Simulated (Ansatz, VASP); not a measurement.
CuP: VASP beside Ansatz

INCAR

```
PREC = Accurate
ENCUT = 520
EDIFF = 1E-6
ISMEAR = 0
SIGMA = 0.05
LREAL = F
LASPH = T
NELM = 100
ALGO = Normal
ISIF = 2
LWAVE = F
LCHARG = F
GGA = PE
ISYM = 0
NBANDS = 15
```

KPOINTS

```
Automatic mesh
0
Gamma
  12 12 12
```

POSCAR

```
CuP
1.0
    0.0000000000      2.4078627738      2.4078627738
    2.4078627738      0.0000000000      2.4078627738
    2.4078627738      2.4078627738      0.0000000000
Cu P
1 1
Direct
    0.5000000000      0.5000000000      0.5000000000
    0.0000000000      0.0000000000      0.0000000000
```

Input for Ansatz:

```yaml
crystal:
  lattice:
    - [0.0, 2.4078627738, 2.4078627738]
    - [2.4078627738, 0.0, 2.4078627738]
    - [2.4078627738, 2.4078627738, 0.0]
  atoms:
    - { symbol: Cu, position: [0.5, 0.5, 0.5] }
    - { symbol: P, position: [0.0, 0.0, 0.0] }
  symmetry: { detect: false }
basis:
  ecutwfc: 500
  ecutrho_ratio: 4
kpoints:
  mp_grid: { grid: [12, 12, 12] }
hamiltonian:
  xc: pbe
scf:
  occupations: { method: gaussian, width: 0.05 }
output:
  forces: true
  stress: true
```

Alike in both runs: task single point; functional PBE; k mesh 12 × 12 × 12; occupations gaussian, width 0.05 eV; no spin polarisation.

```csv
,VASP,Ansatz
version,VASP 6.6.1,Ansatz 0.2.0
potentials or method,"VASP PAW PBE potentials, release 64 (Cu, P), cutoff 520 eV","scalar-relativistic, plane waves, PAW"
valence electrons in the cell,16,24
```

|  | VASP | Ansatz | Ansatz less VASP |
| --- | --- | --- | --- |
| pressure (GPa) | 2.4 | 2.3 | -0.16 |

VASP's potentials hold 16 valence electrons a cell and Ansatz's 24, so a difference there can come from the potentials and not from the codes.
